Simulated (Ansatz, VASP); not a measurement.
# One calculation of GaP2, two programs

```xyz
6
Lattice="3.4350 0.0000 0.0000 -1.7175 2.9748 0.0000 0.0000 0.0000 9.7679" Properties=species:S:1:pos:R:3 pbc="T T T"
Ga    0.0000    0.0000    2.4420
Ga    0.0000    0.0000    7.3259
P     0.0000    1.9832    4.2266
P     1.7175    0.9916    9.1105
P     0.0000    1.9832    0.6574
P     1.7175    0.9916    5.5413
```

Change from the starting cell: species swapped into the EuIn2 type (P6_3/mmc, No. 194).

Alike in both runs: task relaxation of cell and atoms; functional PBE; k mesh 12 × 12 × 4; occupations gaussian, width 0.1 eV; no spin polarisation.

|  | VASP | Ansatz |
| --- | --- | --- |
| version | VASP 6.6.1 | Ansatz 0.2.0 |
| potentials or method | VASP PAW PBE potentials, release 64 (Ga_d, P), cutoff 600 eV | scalar-relativistic, plane waves, PAW |
| valence electrons in the cell | 46 | 46 |

Ansatz gave:

```
gap on the k mesh at the Fermi level, each at its own relaxed structure (eV) : none
relaxed volume (Å³/atom)                                                     : 16.77
relaxed length of the cell vector where the two differ most in proportion (Å)              : 9.850
```

Task: What did VASP give for the same quantities?

Result: gap on the k mesh at the Fermi level, each at its own relaxed structure (eV): none; relaxed volume (Å³/atom): 16.79; relaxed length of the cell vector where the two differ most in proportion (Å): 9.874.

A gap of «none» marks a metal or a gap that the smearing closes.
